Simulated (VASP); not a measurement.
# NaCl3 (Pm-3n) in VASP: a series of runs, part 2 of 2

VASP 6.6.1. Earlier steps stand in the parts before.

**4. Single point, LDA**

This run uses another cell than the first one, of 11.66 Å³/atom, 0.996 times its volume.

The input, INCAR:

```
SYSTEM = NaCl3
  PREC = Accurate
  ENCUT = 520
  EDIFF = 1E-7
  ISMEAR = -1
  SIGMA = 0.1
  LREAL = .FALSE.
  LASPH = .TRUE.
  NELM = 80
  ALGO = Normal
  ISIF = 2
  LWAVE = .FALSE.
  LCHARG = .TRUE.
  GGA = CA
  LELF = .TRUE.
  LVHAR = .TRUE.
  NBANDS = 38
```

The input, KPOINTS:

```
regular mesh
0
G
  8 8 8
  0 0 0
```

The input, POSCAR:

```
NaCl3
1.0
    4.5350514491      0.0000000000      0.0000000000
    0.0000000000      4.5350514491      0.0000000000
    0.0000000000      0.0000000000      4.5350514491
Na Cl
2 6
Direct
    0.5000000000      0.5000000000      0.5000000000
    0.0000000000      0.0000000000      0.0000000000
    0.5000000000      0.0000000000      0.7500000000
    0.0000000000      0.2500000000      0.5000000000
    0.7500000000      0.5000000000      0.0000000000
    0.5000000000      0.0000000000      0.2500000000
    0.0000000000      0.7500000000      0.5000000000
    0.2500000000      0.5000000000      0.0000000000
```

Command:

```sh
$ cat potpaw_LDA.64/Na_pv/POTCAR potpaw_LDA.64/Cl/POTCAR > POTCAR
$ mpirun -np 1 vasp_std > vasp.out
```

Wall time 64 s (1 thread of Intel Xeon 6975P-C (Granite Rapids), shared host); peak memory 0.21 GiB.

Results (log left out):

* Free energy: -15.4762 eV
* Pressure: 60.0 GPa
* Band gap on the k mesh: zero (band 28 reaches 12.24 eV, above the bottom of band 29 at 6.79 eV)

Levels at points of the mesh, in eV from the Fermi level:
```
           k point  band 26  band 27  band 28  band 29  band 30  band 31
(0.00, 0.00, 0.00)    -0.84    -0.84     3.83     3.83     3.83     6.71
(0.50, 0.00, 0.00)    -1.91    -0.22    -0.22     3.76     3.76     5.64
(0.50, 0.50, 0.00)    -1.27    -0.19    -0.19     0.26     3.74     7.20
(0.50, 0.50, 0.50)    -2.22    -1.62    -1.62    -1.62    -1.62     8.88
```

**5. Single point, LDA**

This run uses another cell than the first one, of 11.66 Å³/atom, 0.996 times its volume.

The input, INCAR:

```
PREC = Accurate ; ENCUT = 520
EDIFF = 1E-6 ; ISMEAR = -1
SIGMA = 0.1 ; LREAL = F
LASPH = T ; NELM = 100
ALGO = Normal ; ISIF = 2
LWAVE = F ; LCHARG = F
GGA = CA ; NBANDS = 38
```

The input, KPOINTS:

```
Automatic mesh
0
Gamma
  8 8 8
```

POSCAR is that of step 4.

Potentials or basis: VASP PAW LDA potentials, release 64 (Na_pv, Cl).

Command:

```sh
$ cat potpaw_LDA.64/Na_pv/POTCAR potpaw_LDA.64/Cl/POTCAR > POTCAR
$ mpirun -np 1 vasp_std > vasp.out
```

OUTCAR:

```text
PREC = Accurate
   ENCUT = 520
   EDIFF = 1E-6
   ISMEAR = -1
   LREAL = F
   LASPH = T
   NELM = 100
   ISIF = 2
   GGA = CA

 ion  position               nearest neighbor table
   1  0.500  0.500  0.500-   3 2.54   4 2.54   5 2.54   6 2.54   7 2.54   8 2.54   5 2.54   8 2.54
                             3 2.54   6 2.54   4 2.54   7 2.54
   2  0.000  0.000  0.000-   3 2.54   4 2.54   5 2.54   6 2.54   7 2.54   8 2.54   4 2.54   7 2.54
                             5 2.54   8 2.54   3 2.54   6 2.54
   3  0.500  0.000  0.750-   6 2.27   6 2.27   1 2.54   2 2.54   1 2.54   2 2.54
[... 1202 lines left out ...]
  Total       34.9196920     34.9196920     34.9196920      0.0000000      0.0000000      0.0000000
  in kB      599.8384934    599.8384934    599.8384934      0.0000000      0.0000000      0.0000000
  external PRESSURE =     599.8384934 kB  Pullay stress =       0.0000000 kB

 VOLUME and BASIS-vectors are now :
 -----------------------------------------------------------------------------
  energy-cutoff  :      520.00
  volume of cell :       93.27
      direct lattice vectors                 reciprocal lattice vectors
     4.535051449  0.000000000  0.000000000     0.220504665  0.000000000  0.000000000
     0.000000000  4.535051449  0.000000000     0.000000000  0.220504665  0.000000000
     0.000000000  0.000000000  4.535051449     0.000000000  0.000000000  0.220504665

 POSITION                                       TOTAL-FORCE (eV/Angst)
 -----------------------------------------------------------------------------------
      2.26753      2.26753      2.26753         0.000000     -0.000000     -0.000000
      0.00000      0.00000      0.00000         0.000000     -0.000000     -0.000000
      2.26753      0.00000      3.40129         0.000000     -0.000000     -0.000000
      0.00000      1.13376      2.26753        -0.000000     -0.000000     -0.000000
      3.40129      2.26753      0.00000        -0.000000      0.000000      0.000000
      2.26753      0.00000      1.13376         0.000000      0.000000     -0.000000
      0.00000      3.40129      2.26753        -0.000000     -0.000000      0.000000
      1.13376      2.26753      0.00000         0.000000      0.000000     -0.000000
 -----------------------------------------------------------------------------------
    total drift:                                0.000000      0.000000      0.000000

  FREE ENERGIE OF THE ION-ELECTRON SYSTEM (eV)
  ---------------------------------------------------
  free  energy   TOTEN  =       -15.4761978139 eV

  energy  without entropy=      -15.4211014633  energy(sigma->0) =      -15.44864964
```

OSZICAR:

```text
N       E                     dE             d eps       ncg     rms          rms(c)
DAV:   1     0.619285116743E+03    0.61929E+03   -0.27052E+04  2724   0.165E+03
DAV:   2     0.602930229443E+02   -0.55899E+03   -0.52724E+03  2906   0.434E+02
DAV:   3    -0.131827873890E+02   -0.73476E+02   -0.70517E+02  3170   0.147E+02
DAV:   4    -0.160074965977E+02   -0.28247E+01   -0.27996E+01  3266   0.303E+01
DAV:   5    -0.160714595710E+02   -0.63963E-01   -0.63875E-01  3404   0.486E+00    0.308E+01
DAV:   6    -0.156201266292E+02    0.45133E+00   -0.38001E-01  3760   0.338E+00    0.191E+01
DAV:   7    -0.154874157921E+02    0.13271E+00   -0.56399E-01  3732   0.393E+00    0.100E+00
DAV:   8    -0.154762321806E+02    0.11184E-01   -0.71070E-02  3072   0.153E+00    0.215E-01
DAV:   9    -0.154762440368E+02   -0.11856E-04   -0.12966E-03  3578   0.239E-01    0.983E-02
DAV:  10    -0.154762052548E+02    0.38782E-04   -0.25318E-04  4080   0.140E-01    0.736E-02
DAV:  11    -0.154761998055E+02    0.54492E-05   -0.36517E-05  3300   0.319E-02    0.221E-02
DAV:  12    -0.154761978239E+02    0.19816E-05   -0.61621E-06  3094   0.174E-02    0.357E-03
DAV:  13    -0.154761978139E+02    0.10044E-07   -0.40863E-07  1936   0.558E-03
   1 F= -.15476198E+02 E0= -.15448650E+02  d E =-.550964E-01
```

stdout:

```text
POSCAR found type information on POSCAR NaCl
 POSCAR found :  2 types and       8 ions
 scaLAPACK will be used
 LDA part: xc-table for (Slater(with rela. corr.)+CA(PZ))
 , standard interpolation
 POSCAR, INCAR and KPOINTS ok, starting setup
 FFT: planning ... GRIDC
 FFT: planning ... GRID_SOFT
 FFT: planning ... GRID
 WAVECAR not read
 entering main loop
```

Run time: 72 s. Hardware: 1 thread of Intel Xeon 6975P-C (Granite Rapids), shared host; peak memory 0.21 GiB.

Results:

- Free energy: -15.4762 eV
- Pressure: 60.0 GPa
- Band gap on the k mesh: zero (band 28 reaches 12.24 eV, above the bottom of band 29 at 6.79 eV)

Levels at points of the mesh, in eV from the Fermi level:
```csv
k point,band 25,band 26,band 27,band 28,band 29,band 30,band 31,band 32
"(0.00, 0.00, 0.00)",-0.84,-0.84,-0.84,3.83,3.83,3.83,6.71,6.96
"(0.50, 0.00, 0.00)",-1.91,-1.91,-0.22,-0.22,3.76,3.76,5.64,5.64
"(0.50, 0.50, 0.00)",-1.27,-1.27,-0.19,-0.19,0.26,3.74,7.20,7.20
"(0.50, 0.50, 0.50)",-2.22,-2.22,-1.62,-1.62,-1.62,-1.62,8.88,8.88
```

**6. Relaxation of cell and atoms, LDA, target pressure 60 GPa, at which the enthalpy is minimised**

The input, INCAR:

```
ALGO     = Normal         # electronic algorithm
EDIFF    = 1E-6           # SCF threshold, eV
EDIFFG   = -0.05          # ionic threshold
ENCUT    = 600            # plane-wave cutoff, eV
IBRION   = 2              # ionic algorithm
ISIF     = 3              # what is computed and relaxed
ISMEAR   = 0              # smearing method
LASPH    = T              # aspherical terms in the spheres
LCHARG   = F              # write CHGCAR
LREAL    = F              # projectors in reciprocal space
LWAVE    = F              # write WAVECAR
NELM     = 60             # most SCF steps
NSW      = 80             # ionic steps
PREC     = Accurate       # precision mode
PSTRESS  = 600.0        
SIGMA    = 0.1            # smearing width, eV
```

The input, KPOINTS:

```
k-points
0
Gamma
  4 4 4
```

POSCAR, as its differences from that of step 5:

```diff
@@ -2,5 +2,5 @@
 1.0
-    4.5350514491      0.0000000000      0.0000000000
-    0.0000000000      4.5350514491      0.0000000000
-    0.0000000000      0.0000000000      4.5350514491
+    4.5403570182      0.0000000000      0.0000000000
+    0.0000000000      4.5403570182      0.0000000000
+    0.0000000000      0.0000000000      4.5403570182
 Na Cl
```

Potentials or basis: VASP PAW LDA potentials, release 64 (Na_pv, Cl).

Command:

```sh
$ cat potpaw_LDA.64/Na_pv/POTCAR potpaw_LDA.64/Cl/POTCAR > POTCAR
$ mpirun -np 1 vasp_std > vasp.out
```

Wall time 17 s (1 thread of Intel Xeon 6975P-C (Granite Rapids), shared host); peak memory 0.17 GiB.

The run converged. Its results:

```
Free energy             : -15.2261 eV
Pressure after relaxing : 59.7 GPa
Band gap on the k mesh  : zero (band 28 reaches 12.14 eV, above the bottom of band 29 at 6.75 eV)
```

Final structure:
```xyz
8
Lattice="4.5404 0.0000 0.0000 0.0000 4.5404 0.0000 0.0000 0.0000 4.5404" Properties=species:S:1:pos:R:3 pbc="T T T"
Na    2.2702    2.2702    2.2702
Na    0.0000    0.0000    0.0000
Cl    2.2702    0.0000    3.4053
Cl    0.0000    1.1351    2.2702
Cl    3.4053    2.2702    0.0000
Cl    2.2702    0.0000    1.1351
Cl    0.0000    3.4053    2.2702
Cl    1.1351    2.2702    0.0000
```

Levels at points of the mesh, in eV from the Fermi level:
```tsv
k point	band 25	band 26	band 27	band 28	band 29	band 30	band 31	band 32
(0.00, 0.00, 0.00)	-1.97	-1.97	-1.97	2.64	2.64	2.64	5.56	5.81
(0.50, 0.00, 0.00)	-3.03	-3.03	-1.35	-1.35	2.57	2.57	4.50	4.50
(0.50, 0.50, 0.00)	-2.42	-2.42	-1.32	-1.32	-0.88	2.55	6.06	6.06
(0.50, 0.50, 0.50)	-3.37	-3.37	-2.75	-2.75	-2.75	-2.75	7.75	7.75
```

Caveat: the relaxation stopped at its first step, so nothing moved; the cell is relaxed towards a set pressure, so the enthalpy falls and the energy may rise.

**7. The runs side by side**

| task | cell | k mesh | cutoff (eV) | smearing | gap on the mesh (eV) | pressure (GPa) |
| --- | --- | --- | --- | --- | --- | --- |
| single point | a = 4.540 Å, 8 atoms | 4 × 4 × 4 | 520 | gaussian 0.1 eV | none | 59.6 |
| single point | a = 4.535 Å, 8 atoms | 8 × 8 × 8 | 520 | fermi-dirac 0.1 eV | none | 60.0 |
| relaxation of cell and atoms | relaxed to 60 GPa from a = 4.540 Å, 8 atoms | 4 × 4 × 4 | 600 | gaussian 0.1 eV | none | 59.7 |

Alike in all rows: level LDA; potentials or basis VASP PAW LDA potentials, release 64 (Na_pv, Cl); no spin polarisation.

Caveats: the relaxation stopped at its first step, so nothing moved (some runs); the cell is relaxed towards a set pressure, so the enthalpy falls and the energy may rise (some runs).

Absolute energies hang on the potentials; compare differences alone.
